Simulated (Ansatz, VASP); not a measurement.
**IrO2: VASP beside Ansatz**

```
CELL_PARAMETERS angstrom
-4.49749 4.49749 3.16930
4.49749 -4.49749 3.16930
4.49749 4.49749 -3.16930
ATOMIC_POSITIONS crystal
Ir 0.00000 0.00000 0.00000
Ir 0.50000 0.50000 0.50000
Ir 0.50000 0.50000 0.00000
Ir 0.00000 0.00000 0.50000
Ir 0.50000 0.00000 0.50000
Ir 0.00000 0.50000 0.00000
Ir 0.00000 0.50000 0.50000
Ir 0.50000 0.00000 0.00000
O 0.15421 0.15421 0.30841
O 0.65421 0.34579 0.50000
O 0.34579 0.34579 0.69159
O 0.34579 0.65421 0.50000
O 0.65421 0.65421 0.30841
O 0.15421 0.84579 0.50000
O 0.84579 0.84579 0.69159
O 0.84579 0.15421 0.50000
O 0.65421 0.15421 0.80841
O 0.15421 0.34579 0.00000
O 0.84579 0.34579 0.19159
O 0.84579 0.65421 0.00000
O 0.15421 0.65421 0.80841
O 0.65421 0.84579 0.00000
O 0.34579 0.84579 0.19159
O 0.34579 0.15421 0.00000
```

Alike in both runs: task single point; functional PBE; k mesh 6 × 6 × 6; occupations fermi-dirac, width 0.05 eV; no spin polarisation.

|  | VASP | Ansatz |
| --- | --- | --- |
| version | VASP 6.6.1 | Ansatz 0.2.0 |
| potentials or method | VASP PAW PBE potentials, release 64 (Ir, O), cutoff 600 eV | scalar-relativistic, plane waves, PAW |
| valence electrons in the cell | 168 | 232 |

|  | VASP | Ansatz | Ansatz less VASP |
| --- | --- | --- | --- |
| gap on the k mesh at the Fermi level (eV) | none | none | - |
| rms of the force components (eV/Å) | 0.015 | 0.015 | +0.0004 |

A gap of «none» marks a metal or a gap that the smearing closes. VASP's potentials hold 168 valence electrons a cell and Ansatz's 232, so a difference there can come from the potentials and not from the codes.

Neither program's run includes spin-orbit coupling.
